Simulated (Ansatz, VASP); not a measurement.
Ge3Se5 in VASP and in Ansatz

```
CELL_PARAMETERS angstrom
-3.46906 3.46906 3.46906
3.46906 -3.46906 3.46906
3.46906 3.46906 -3.46906
ATOMIC_POSITIONS crystal
Ge 0.00000 0.50000 0.50000
Ge 0.50000 0.50000 0.00000
Ge 0.50000 0.00000 0.50000
Se 0.00000 0.00000 0.00000
Se 0.00000 0.00000 0.50000
Se 0.00000 0.50000 0.00000
Se 0.50000 0.00000 0.00000
Se 0.50000 0.50000 0.50000
```

Change from the starting cell: species swapped into the Fe5Co3 type (Im-3m, No. 229).

Alike in both runs: functional PBE; k mesh 8 × 8 × 8; occupations gaussian, width 0.1 eV; no spin polarisation.

Ansatz relaxed the structure, and its values are those at the end. VASP's run is a single point on that final structure, the one shown.

|  | VASP | Ansatz |
| --- | --- | --- |
| version | VASP 6.6.1 | Ansatz 0.2.0 |
| potentials or method | VASP PAW PBE potentials, release 64 (Ge_d, Se), cutoff 520 eV | scalar-relativistic, plane waves, PAW |
| valence electrons in the cell | 72 | 122 |

|  | VASP | Ansatz | Ansatz less VASP |
| --- | --- | --- | --- |
| gap on the k mesh at the Fermi level (eV) | none | none | - |
| pressure (GPa) | 0.0 | 0.0 | -0.03 |

A gap of «none» marks a metal or a gap that the smearing closes. The functional is the same, so the differences come from potentials, cutoffs and numerics. VASP's potentials hold 72 valence electrons a cell and Ansatz's 122, so a difference there can come from the potentials and not from the codes.
